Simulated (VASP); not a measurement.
Input of a VASP 6.6.1 run:

Contents of INCAR:

```
PREC = Accurate
ENCUT = 520
EDIFF = 1E-6
ISMEAR = -1
SIGMA = 0.05
LREAL = False
LASPH = True
NELM = 80
ALGO = Normal
ISIF = 2
LWAVE = False
LCHARG = False
GGA = PS
IVDW = 12
NBANDS = 16
```

Contents of KPOINTS:

```
Automatic mesh
0
Gamma
  9 9 9
```

POSCAR

```
Al2Cu
1.0
   -2.0065855014      2.0065855014      2.8341134330
    2.0065855014     -2.0065855014      2.8341134330
    2.0065855014      2.0065855014     -2.8341134330
Cu Al
1 2
Direct
    0.5000000000      0.5000000000      0.0000000000
    0.2500000000      0.7500000000      0.5000000000
    0.7500000000      0.2500000000      0.5000000000
```

Potentials or basis: VASP PAW PBE potentials, release 64 (Cu, Al).

Command:

```console
$ cat potpaw_PBE.64/Cu/POTCAR potpaw_PBE.64/Al/POTCAR > POTCAR
$ mpirun -np 1 vasp_std > vasp.out
```

(1) Estimate the pressure.

(2) What does it give for the dispersion energy per atom?

## Answers

(1) -0.5 GPa.

(2) -0.363 eV.

Caveat: three body term missing; the PAW data sets were made with another functional, which shifts forces and pressure a little; pairwise dispersion overbinds metals, which lowers pressure and volume.
